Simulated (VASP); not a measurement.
Input of a VASP 6.6.1 run:

Contents of POSCAR:

```
C
1.0
    3.5305020851      0.0161746257     -0.1536506545
   -0.0161746257     -3.7023594091     -0.0383392703
    0.1536506545     -0.0383392703     -3.6991239389
C
8
Direct
    0.4431730600      0.0070252780     -0.0602410584
    0.0991529428      0.4667968867     -0.0460034941
    0.0670985150     -0.0077851598      0.4866519318
    0.5060811598      0.5449845699      0.4581922499
    0.7683423341      0.6635997511      0.8692483647
    0.1773838955      0.2253906247      0.8338592245
    0.2553224718      0.8147649913      0.1598889817
    0.6834456208      0.2852230581      0.2984037999
```

File INCAR.step1:

```
  PREC = Accurate
  ENCUT = 660
  ISMEAR = 0
  SIGMA = 0.05
  LREAL = False
  LASPH = True
  NELM = 120
  NBANDS = 26
  GGA = PE
  ALGO = Normal
  EDIFF = 1E-5
  LWAVE = True
  LCHARG = False
  GGA_COMPAT = False
```

The input INCAR.step2:

```
  PREC = Accurate
  ENCUT = 660
  EDIFF = 1E-6
  ISMEAR = 0
  SIGMA = 0.05
  LREAL = False
  LASPH = True
  NELM = 120
  ALGO = Normal
  ISIF = 2
  LWAVE = False
  LCHARG = False
  METAGGA = R2SCAN
  LMIXTAU = True
  NBANDS = 26
  ISTART = 1
  GGA_COMPAT = False
```

KPOINTS

```
Automatic mesh
0
Gamma
  6 6 6
```

Potentials or basis: VASP PAW PBE potentials, release 64 (C).

The run is started by

```bash
$ cat potpaw_PBE.64/C/POTCAR > POTCAR
$ cp INCAR.step1 INCAR
$ mpirun -np 1 vasp_std > vasp.out
$ cp INCAR.step2 INCAR
$ mpirun -np 1 vasp_std > vasp.out
```

Task: Estimate the largest force.

Result: 43.509 eV/Å.

Task: Predict the pressure.

Result: 93.6 GPa.

Task: Predict the band gap on the k mesh.

Result: Zero (bands 16 and 17 overlap by 1.03 eV).

Stress tensor (GPa, compression positive):
```
 85.15   6.92  72.44
  6.92 138.26   5.36
 72.44   5.36  57.25
```

Caveat: the cell differs from its parent crystal (atoms moved at random and the cell strained at random); atoms lie so close that the PAW spheres overlap strongly, which falsifies energies and pressures; the stress differs along the axes, from 57 to 138 GPa; the PAW data sets were made with another functional, which shifts forces and pressure a little.
